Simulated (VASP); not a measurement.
# C (Im-3m) in VASP: notebook, part 2 of 2

VASP 6.6.1.

**3. Single point, BLYP (volume scaled by 1.08)**

INCAR

```
AGGAC = 1.0
AGGAX = 1.0
ALDAC = 0.0
ALDAX = 1.0
ALGO = Normal
EDIFF = 1E-6
ENCUT = 520
GGA = B5
ISIF = 2
ISMEAR = -1
LASPH = T
LCHARG = F
LREAL = F
LWAVE = F
NBANDS = 8
NELM = 80
PREC = Accurate
SIGMA = 0.1
```

KPOINTS

```
k-points
0
Gamma
  20 20 20
```

POSCAR

```
C
1.0
   -1.2641380296      1.2641380296      1.2641380296
    1.2641380296     -1.2641380296      1.2641380296
    1.2641380296      1.2641380296     -1.2641380296
C
1
Direct
    0.0000000000      0.0000000000      0.0000000000
```

Potentials or basis: VASP PAW PBE potentials, release 64 (C).

Run with:

```bash
cat potpaw_PBE.64/C/POTCAR > POTCAR
mpirun -np 1 vasp_std > vasp.out
```

OUTCAR:

```text
EDIFF = 1E-6
   ENCUT = 520
   GGA = B5
   ISIF = 2
   ISMEAR = -1
   LASPH = T
   LREAL = F
   NELM = 80
   PREC = Accurate

 ion  position               nearest neighbor table
   1  0.000  0.000  0.000-

  LATTYP: Found a body centered cubic cell.
 ALAT       =     2.5282760592

  Lattice vectors:

 A1 = (  -1.2641380296,   1.2641380296,   1.2641380296)
 A2 = (   1.2641380296,  -1.2641380296,   1.2641380296)
 A3 = (   1.2641380296,   1.2641380296,  -1.2641380296)

Analysis of symmetry for initial positions (statically):
=====================================================================
 Subroutine PRICEL returns:
 Original cell was already a primitive cell.

 Routine SETGRP: Setting up the symmetry group for a
 body centered cubic supercell.

 Subroutine GETGRP returns: Found 48 space group operations
 (whereof 48 operations were pure point group operations)
 out of a pool of 48 trial point group operations.

The static configuration has the point symmetry O_h .

Analysis of symmetry for dynamics (positions and initial velocities):
=====================================================================
 Subroutine PRICEL returns:
 Original cell was already a primitive cell.

 Routine SETGRP: Setting up the symmetry group for a
 body centered cubic supercell.

 Subroutine GETGRP returns: Found 48 space group operations
 (whereof 48 operations were pure point group operations)
 out of a pool of 48 trial point group operations.

The dynamic configuration has the point symmetry O_h .

 Subroutine INISYM returns: Found 48 space group operations
 (whereof 48 operations are pure point group operations),
 and found     1 'primitive' translations

----------------------------------------------------------------------------------------

                                     Primitive cell

  volume of cell :       8.0806

  direct lattice vectors                    reciprocal lattice vectors
    -1.264138030  1.264138030  1.264138030     0.000000000  0.395526429  0.395526429
     1.264138030 -1.264138030  1.264138030     0.395526429  0.000000000  0.395526429
     1.264138030  1.264138030 -1.264138030     0.395526429  0.395526429  0.000000000

  length of vectors
     2.189551295  2.189551295  2.189551295     0.559358839  0.559358839  0.559358839

  position of ions in fractional coordinates (direct lattice)
     0.000000000  0.000000000  0.000000000

  ion indices of the primitive-cell ions
   primitive index   ion index
                 1           1

----------------------------------------------------------------------------------------

 KPOINTS: k-points

Automatic generation of k-mesh.
 Grid dimensions read from file:
 generate k-points for:   20   20   20

 Generating k-lattice:

  Cartesian coordinates                     Fractional coordinates (reciprocal lattice)
     0.000000000  0.019776321  0.019776321     0.050000000  0.000000000  0.000000000
     0.019776321  0.000000000  0.019776321     0.000000000  0.050000000  0.000000000
     0.019776321  0.019776321  0.000000000     0.000000000  0.000000000  0.050000000

  Length of vectors
     0.027967942  0.027967942  0.027967942

  Shift w.r.t. Gamma in fractional coordinates (k-lattice)
     0.000000000  0.000000000  0.000000000

 Subroutine IBZKPT returns following result:
 ===========================================

 Found    256 irreducible k-points:

 Following reciprocal coordinates:
            Coordinates               Weight
  0.000000  0.000000  0.000000      1.000000
  0.050000  0.000000  0.000000     12.000000
  0.100000  0.000000  0.000000     12.000000
  0.150000  0.000000  0.000000     12.000000
  0.200000  0.000000  0.000000     12.000000
  0.250000  0.000000  0.000000     12.000000
[... 16 lines left out ...]
  0.200000  0.100000 -0.000000     48.000000
  0.250000  0.100000  0.000000     48.000000
 [... further k-points ...]
   k-points           NKPTS =    256   k-points in BZ     NKDIM =    256   number of bands    NBANDS=      8
   number of dos      NEDOS =    301   number of ions     NIONS =      1
   total plane-waves  NPLWV =   4096
   dimension x,y,z NGX =    16 NGY =   16 NGZ =   16
   dimension x,y,z NGXF=    32 NGYF=   32 NGZF=   32
   ions per type =               1
   NGX,Y,Z   is equivalent  to a cutoff of  12.15, 12.15, 12.15 a.u.
   NGXF,Y,Z  is equivalent  to a cutoff of  24.30, 24.30, 24.30 a.u.
 SYSTEM =  unknown system
   PREC   = accura    normal or accurate (medium, high low for compatibility)
   ISTART =      0    job   : 0-new  1-cont  2-samecut
   ICHARG =      2    charge: 1-file 2-atom 10-const
   ISPIN  =      1    spin polarized calculation?
   LNONCOLLINEAR =      F non collinear calculations
   LSORBIT =      F    spin-orbit coupling
   LASPH  =      T    aspherical Exc in radial PAW
   ENCUT  =  520.0 eV  38.22 Ry    6.18 a.u.   4.07  4.07  4.07*2*pi/ulx,y,z
   NELM   =     80;   NELMIN=  2; NELMDL= -5     # of ELM steps
   EDIFF  = 0.1E-05   stopping-criterion for ELM
   LREAL  =      F    real-space projection
   EDIFFG = 0.1E-04   stopping-criterion for IOM
   NSW    =      0    number of steps for IOM
   IBRION =     -1    ionic relax: 0-MD 1-quasi-New 2-CG
   NFREE  =      0    steps in history (QN), initial steepest desc. (CG)
   ISIF   =      2    stress and relaxation
   ISYM   =      2    0-nonsym 1-usesym 2-fastsym
   POTIM  = 0.5000    time-step for ionic-motion
   TEBEG  =    0.0;   TEEND  =   0.0 temperature during run
   PSTRESS=    0.0 pullay stress
   NELECT =       4.0000    total number of electrons
   NUPDOWN=      -1.0000    fix difference up-down
   EMIN   =  10.00;   EMAX   =-10.00  energy-range for DOS
   EFERMI =   0.00;   METHOD = LEGACY
   ISMEAR =    -1;   SIGMA  =   0.10  broadening in eV -4-tet -1-fermi 0-gaus
   EFERMI_NEDOS =   21; number of points for ismear=-14 and -15
   IALGO  =     38    algorithm
   IMIX   =      4    mixing-type and parameters
     AMIX     =   0.40;   BMIX     =  1.00
     AMIX_MAG =   1.60;   BMIX_MAG =  1.00
  volume/ion in A,a.u.               =       8.08        54.53
  Fermi-wavevector in a.u.,A,eV,Ry     =   1.295032  2.447255 22.818421  1.677107
  Thomas-Fermi vector in A             =   2.426577
   LORBIT       =      0    0 simple, 1 ext, 2 COOP (PROOUT), +10 PAW based schemes
   GGA     = B5    functional components
   LHFCALC =     F    Hartree Fock is set to
   AEXX    =    0.0000 exact exchange contribution
   IVDW    =     0    specifies the selected vdW correction
   LEPSILON=     F    determine dielectric tensor
   LRPA    =     F    only Hartree local field effects (RPA)
 non-spin polarized calculation
  energy-cutoff  :      520.00
  volume of cell :        8.08
 maximum number of plane-waves:       236
   NGX =  9   NGY =  9   NGZ =  9

 number of electron       4.0000000 magnetization

 Free energy of the ion-electron system (eV)
  ---------------------------------------------------
  ext. energy  EPLUGINS =         0.00000000
  ---------------------------------------------------
  free energy    TOTEN  =        -4.04393351 eV

  energy without entropy =       -4.03053355  energy(sigma->0) =       -4.03723353

 E-fermi :   6.3674     XC(G=0): -11.4851

 val. band max:        6.3369432841   @ k =  -0.3500   0.5000   0.1000
 cond. band min:       6.3804616081   @ k =   0.3000   0.2000   0.0500
 fundamental gap:      0.0435183240
 Fermi energy:         6.3674373844

 k-point     1 :       0.0000    0.0000    0.0000
  band No.  band energies     occupation
      1     -10.6247      2.00000
      2      13.5999      0.00000
      3      13.5999      0.00000
      4      13.5999      0.00000
      5      35.8313      0.00000
      6      36.9831      0.00000
      7      36.9831      0.00000
      8      36.9831      0.00000

 k-point     2 :       0.0500    0.0000    0.0000
  band No.  band energies     occupation
      1     -10.5272      2.00000
      2      13.3719      0.00000
      3      13.4832      0.00000
      4      13.5791      0.00000
      5      35.8420      0.00000
      6      36.3275      0.00000
      7      36.3773      0.00000
      8      37.3063      0.00000
[... 221 lines left out ...]
 k-point    23 :       0.2000    0.1000   -0.0000
  band No.  band energies     occupation
      1      -7.9186      2.00000
      2       8.4205      0.00000
      3      10.9956      0.00000
      4      12.7037      0.00000
      5      29.2115      0.00000
      6      30.6395      0.00000
      7      36.0730      0.00000
      8      38.5960      0.00000

 k-point    24 :       0.2500    0.1000    0.0000
  band No.  band energies     occupation
      1      -6.8717      2.00000
      2       6.6657      0.09641
      3      10.3435      0.00000
      4      12.5077      0.00000
      5      28.2839      0.00000
      6      29.9670      0.00000
      7      36.1007      0.00000
      8      39.0730      0.00000

 [... further k-points ...]
[... 5 lines left out ...]
  --------------------------------------------------------------------------------------
  -------------------------------------------------------------------------------------
  Total       -0.4195393     -0.4195393     -0.4195393      0.0000000      0.0000000     -0.0000000
  in kB      -83.1839982    -83.1839982    -83.1839982      0.0000000      0.0000000     -0.0000000
  external PRESSURE =     -83.1839982 kB  Pullay stress =       0.0000000 kB

 VOLUME and BASIS-vectors are now :
 -----------------------------------------------------------------------------
  energy-cutoff  :      520.00
  volume of cell :        8.08
      direct lattice vectors                 reciprocal lattice vectors
    -1.264138030  1.264138030  1.264138030     0.000000000  0.395526429  0.395526429
     1.264138030 -1.264138030  1.264138030     0.395526429  0.000000000  0.395526429
     1.264138030  1.264138030 -1.264138030     0.395526429  0.395526429  0.000000000

 POSITION                                       TOTAL-FORCE (eV/Angst)
 -----------------------------------------------------------------------------------
      0.00000      0.00000      0.00000         0.000000     -0.000000      0.000000
 -----------------------------------------------------------------------------------
    total drift:                               -0.000000      0.000000     -0.000000

  FREE ENERGIE OF THE ION-ELECTRON SYSTEM (eV)
  ---------------------------------------------------
  free  energy   TOTEN  =        -4.0439335148 eV

  energy  without entropy=       -4.0305335482  energy(sigma->0) =       -4.03723353
```

stdout:

```text
POSCAR found type information on POSCAR C
 POSCAR found :  1 types and       1 ions
 scaLAPACK will be used
 -----------------------------------------------------------------------------
|                                                                             |
|                                                                             |
|     You enforced a specific xc type in the INCAR file but a different       |
|     I HOPE YOU KNOW WHAT YOU ARE DOING!                                     |
|                                                                             |
 -----------------------------------------------------------------------------

 LDA part: xc-table for (Slater(with rela. corr.)+VWN5), standard interpolation
 POSCAR, INCAR and KPOINTS ok, starting setup
 FFT: planning ... GRIDC
 FFT: planning ... GRID_SOFT
 FFT: planning ... GRID
 WAVECAR not read
 entering main loop
```

Wall time 8.5 s (1 thread of Intel Xeon 8259CL, shared host); peak memory 0.12 GiB.

Results:

| Quantity | Value |
| --- | --- |
| Free energy | -4.0439 eV |
| Pressure | -8.3 GPa |
| Band gap on the k mesh | zero (band 2 reaches 13.60 eV, above the bottom of band 3 at 2.64 eV) |

Caveat: the PAW data sets were made with another functional, which shifts forces and pressure a little.
